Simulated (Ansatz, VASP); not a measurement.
# MgGeSb2: VASP beside Ansatz

```
Mg Sb Ge
1.0
     4.48875    0.00000    0.00000
     0.00000    4.48875    0.00000
     0.00000    0.00000    6.62257
Mg Sb Ge
1 2 1
Direct
  0.00000 0.00000 0.00000
  0.00000 0.50000 0.26075
  0.50000 0.00000 0.73925
  0.50000 0.50000 0.50000
```

Alike in both runs: task single point; functional r2SCAN; k mesh 6 × 6 × 4; occupations fermi-dirac, width 0.02 eV; no spin polarisation.

```csv
,VASP,Ansatz
version,VASP 6.6.1,Ansatz 0.2.0
potentials or method,"VASP PAW PBE potentials, release 64 (Mg, Sb, Ge_d)","plane waves, PAW"
plane-wave cutoff (eV),520,500
valence electrons in the cell,26,54
```

|  | VASP | Ansatz | Ansatz less VASP |
| --- | --- | --- | --- |
| pressure (GPa) | -2.3 | -2.3 | -0.02 |
| rms of the force components (eV/Å) | 0.013 | 0.022 | +0.0093 |

VASP's potentials were made for PBE, not for r2SCAN. VASP's potentials hold 26 valence electrons a cell and Ansatz's 54, so a difference there can come from the potentials and not from the codes.

Neither program's run includes spin-orbit coupling.
